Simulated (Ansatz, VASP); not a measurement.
Zr3TiSi8 in VASP and in Ansatz

```
Zr Ti Si
1.0
     0.00000    3.67522    0.00001
     7.30360   -0.00002   -0.00015
     0.00018   -1.83764   -7.25507
Zr Ti Si
3 1 8
Direct
  0.89650 0.00000 0.79300
  0.10580 0.25136 0.21159
  0.10580 0.74865 0.21160
  0.89487 0.50000 0.78973
  0.55051 0.00000 0.10102
  0.55110 0.50000 0.10221
  0.44094 0.25783 0.88188
  0.44094 0.74217 0.88187
  0.25115 0.00000 0.50232
  0.25587 0.50000 0.51176
  0.75327 0.25433 0.50650
  0.75326 0.74567 0.50650
```

Change from the starting cell: cell x1, atoms moved at random (sigma 0.1 Å) and cell strained at random (1.5 %), then relaxed without symmetry.

Alike in both runs: functional PBE; k mesh 6 × 4 × 6; occupations gaussian, width 0.2 eV; no spin polarisation.

Ansatz relaxed the structure, and its values are those at the end. VASP's run is a single point on that final structure, the one shown.

|  | VASP | Ansatz |
| --- | --- | --- |
| version | VASP 6.6.1 | Ansatz 0.2.0 |
| potentials or method | VASP PAW PBE potentials, release 64 (Zr_sv, Ti_sv, Si), cutoff 520 eV | scalar-relativistic, plane waves, PAW |
| valence electrons in the cell | 80 | 80 |

```tsv
	VASP	Ansatz	Ansatz less VASP
gap on the k mesh at the Fermi level (eV)	none	none	-
pressure (GPa)	0.0	0.0	-0.01
rms of the force components (eV/Å)	0.004	0.001	-0.0031
```

A gap of «none» marks a metal or a gap that the smearing closes. With one functional, cell and mesh, what is left measures potentials, basis and numerics.
